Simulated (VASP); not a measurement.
Wanted: the native input for a VASP 6.6.1 run.

```
Task                   : single point
Functional             : PBE
Potentials or basis    : VASP PAW PBE potentials, release 64 (Ge_d, K_sv)
Cutoff                 : 620 eV
k mesh                 : 8 × 8 × 8
Occupations            : fermi-dirac, width 0.1 eV
Spin                   : no spin polarisation
Dipole correction      : no
Second try             : not_converged
Further INCAR settings : ALGO = All; EDIFF = 1e-06; NBANDS = 28
```

The structure of K3Ge lies in POSCAR:

```
K3Ge
1.0
    0.0000000000      4.3110110000      4.3110110000
    4.3110110000      0.0000000000      4.3110110000
    4.3110110000      4.3110110000      0.0000000000
Ge K
1 3
Direct
    0.0000000000      0.0000000000      0.0000000000
    0.5000000000      0.5000000000      0.5000000000
    0.7500000000      0.7500000000      0.7500000000
    0.2500000000      0.2500000000      0.2500000000
```

These files were run (other wordings do the same):

INCAR

```
SYSTEM = K3Ge
ALGO = All ; EDIFF = 1E-6
ENCUT = 620 ; GGA = PE
GGA_COMPAT = .False. ; ISEARCH = 1
ISIF = 2 ; ISMEAR = -1
KPAR = 4 ; LASPH = .True.
LCHARG = .False. ; LREAL = .False.
LWAVE = .False. ; NBANDS = 28
NELM = 300 ; PREC = Accurate
SIGMA = 0.1
```

KPOINTS

```
k-points
0
Gamma
  8 8 8
  0 0 0
```

Potentials or basis: VASP PAW PBE potentials, release 64 (Ge_d, K_sv).

Run with:

```console
$ cat potpaw_PBE.64/Ge_d/POTCAR potpaw_PBE.64/K_sv/POTCAR > POTCAR
$ mpirun -np 4 vasp_std > vasp.out
```

Results of the run:

* Pressure: 0.1 GPa
* Band gap on the k mesh: zero (an odd number of electrons rules out a gap without spin polarisation)

Run time: 78 s on 4 MPI ranks on Intel(R) Xeon(R) Platinum 8375C CPU @ 2.90GHz (Ice Lake), with other jobs on the host, peak memory 0.56 GiB a rank.
